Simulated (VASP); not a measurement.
Here is a VASP 6.6.1 calculation.

File INCAR:

```
PREC     = Accurate       # precision mode
ENCUT    = 600            # plane-wave cutoff, eV
EDIFF    = 1E-7           # SCF threshold, eV
ISMEAR   = 0              # smearing method
SIGMA    = 0.1            # smearing width, eV
LREAL    = F              # projectors in reciprocal space
LASPH    = T              # aspherical terms in the spheres
NELM     = 80             # most SCF steps
ALGO     = Normal         # electronic algorithm
ISIF     = 3              # what is computed and relaxed
LWAVE    = F              # write WAVECAR
LCHARG   = F              # write CHGCAR
GGA      = PE             # functional
IBRION   = 2              # ionic algorithm
NSW      = 100            # ionic steps
EDIFFG   = -0.01          # ionic threshold
```

KPOINTS

```
Automatic mesh
0
Gamma
  18 18 6
```

File POSCAR:

```
Al2SiO
1.0
    2.6528924509      0.0000000000      0.0000000000
    0.0000000000      2.6528924509      0.0000000000
    0.0000000000      0.0000000000      8.2650934915
Al Si O
2 1 1
Direct
    0.5000000000      0.5000000000      0.6784988374
    0.5000000000      0.5000000000      0.3215011626
    0.5000000000      0.5000000000      0.0000000000
    0.0000000000      0.0000000000      0.5000000000
```

Potentials or basis: VASP PAW PBE potentials, release 64 (Al, Si, O).

Run with:

```sh
$ cat potpaw_PBE.64/Al/POTCAR potpaw_PBE.64/Si/POTCAR potpaw_PBE.64/O/POTCAR > POTCAR
$ mpirun -np 1 vasp_std > vasp.out
```

Q: Estimate the band gap on the k mesh.

A: Zero (band 8 reaches 9.09 eV, above the bottom of band 9 at 5.54 eV).

Q: What does it give for the relaxed cell?

A: a = 2.671 Å, b = 2.671 Å, c = 8.166 Å, α = 90.00°, β = 90.00°, γ = 90.00°.

Final structure:
```xyz
4
Lattice="2.6714 0.0000 0.0000 0.0000 2.6714 0.0000 0.0000 0.0000 8.1657" Properties=species:S:1:pos:R:3 pbc="T T T"
Al    1.3357    1.3357    5.5584
Al    1.3357    1.3357    2.6073
Si    1.3357    1.3357    0.0000
O     0.0000    0.0000    4.0828
```
